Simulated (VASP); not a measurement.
Wanted: the native input for a VASP 6.6.1 run.

```
Task                   : relaxation of cell and atoms
Functional             : PBE
Potentials or basis    : VASP PAW PBE potentials, release 64 (Li_sv, Ta_pv, O)
Cutoff                 : 600 eV
k mesh                 : 12 × 12 × 8
Occupations            : gaussian, width 0.1 eV
Spin                   : no spin polarisation
Dipole correction      : no
Further INCAR settings : ALGO = Normal; EDIFF = 1e-06; IBRION = 2; EDIFFG = -0.01; NSW = 100; ISIF = 3
```

The structure of Li3Ta2O lies in POSCAR:

```
Li3Ta2O
1.0
    4.6398025355      0.0000000000      0.0000000000
   -2.3199012677      4.0181868643      0.0000000000
    0.0000000000      0.0000000000      5.1949482328
Li Ta O
3 2 1
Direct
    0.5000000000      0.0000000000      0.5000000000
    0.5000000000      0.5000000000      0.5000000000
    0.0000000000      0.5000000000      0.5000000000
    0.3333333333      0.6666666667      0.0000000000
    0.6666666667      0.3333333333      0.0000000000
    0.0000000000      0.0000000000      0.0000000000
```

One way to write it, as run:

INCAR

```
PREC     = Accurate       # precision mode
ENCUT    = 600            # plane-wave cutoff, eV
EDIFF    = 1E-6           # SCF threshold, eV
ISMEAR   = 0              # smearing method
SIGMA    = 0.1            # smearing width, eV
LREAL    = F              # projectors in reciprocal space
LASPH    = T              # aspherical terms in the spheres
NELM     = 60             # most SCF steps
ALGO     = Normal         # electronic algorithm
ISIF     = 3              # what is computed and relaxed
LWAVE    = F              # write WAVECAR
LCHARG   = F              # write CHGCAR
GGA      = PE             # functional
IBRION   = 2              # ionic algorithm
NSW      = 100            # ionic steps
EDIFFG   = -0.01          # ionic threshold
```

KPOINTS

```
regular mesh
0
Gamma
  12 12 8
```

Potentials or basis: VASP PAW PBE potentials, release 64 (Li_sv, Ta_pv, O).

Run with:

```console
$ cat potpaw_PBE.64/Li_sv/POTCAR potpaw_PBE.64/Ta_pv/POTCAR potpaw_PBE.64/O/POTCAR > POTCAR
$ mpirun -np 1 vasp_std > vasp.out
```

Results of the run:

The relaxed volume is 16.23 Å³/atom and the relaxed cell is a = 4.651 Å, b = 4.651 Å, c = 5.198 Å, α = 90.00°, β = 90.00°, γ = 120.00°. The space group after relaxing (to 0.05 Å) is P6/mmm (No. 191), the energy gained by relaxing is 0.1 meV/atom and the ionic steps are 2. The pressure after relaxing is 0.0 GPa.

Caveat: the cutoff is under 1.25 times the usual one of these potentials, so pressure, stress and relaxed cells hold a basis-set (Pulay) error; an odd number of electrons without spin polarisation forces a metal; a magnetic or distorted state may lie lower.

Wall time 10 min on 1 thread of Oxide Virtual Turin-like Processor, on a shared host, peak memory 0.39 GiB.
